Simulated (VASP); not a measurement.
A run of VASP 6.6.1:

The input INCAR:

```
PREC = Accurate
ENCUT = 600
EDIFF = 1E-7
ISMEAR = 0
SIGMA = 0.01
LREAL = False
LASPH = True
NELM = 60
ALGO = Normal
ISIF = 3
LWAVE = False
LCHARG = False
IBRION = 2
NSW = 100
EDIFFG = -0.002
PSTRESS = 40.0
```

The input KPOINTS:

```
Automatic mesh
0
Gamma
  8 8 8
```

Contents of POSCAR:

```
CdS
1.0
    2.8782623155      2.8782623155      0.0000000000
   -2.8782623155      2.8782623155      0.0000000000
    0.0000000000      2.8782623155      2.8782623155
Cd S
1 1
Direct
    0.0000000000      0.0000000000      0.0000000000
    0.7500000000      0.2500000000      0.5000000000
```

Potentials or basis: VASP PAW LDA potentials, release 64 (Cd, S).

Launch:

```sh
$ cat potpaw_LDA.64/Cd/POTCAR potpaw_LDA.64/S/POTCAR > POTCAR
$ mpirun -np 1 vasp_std > vasp.out
```

Hardware: 1 thread of Intel(R) Xeon(R) 6975P-C (Granite Rapids), on a shared host.

Task: Estimate the wall time of this run.

Result: It took 29 s on 1 thread of Intel(R) Xeon(R) 6975P-C (Granite Rapids), on a shared host, peak memory 0.18 GiB. Counts: scf iterations 32, k points 29, ion steps 3.
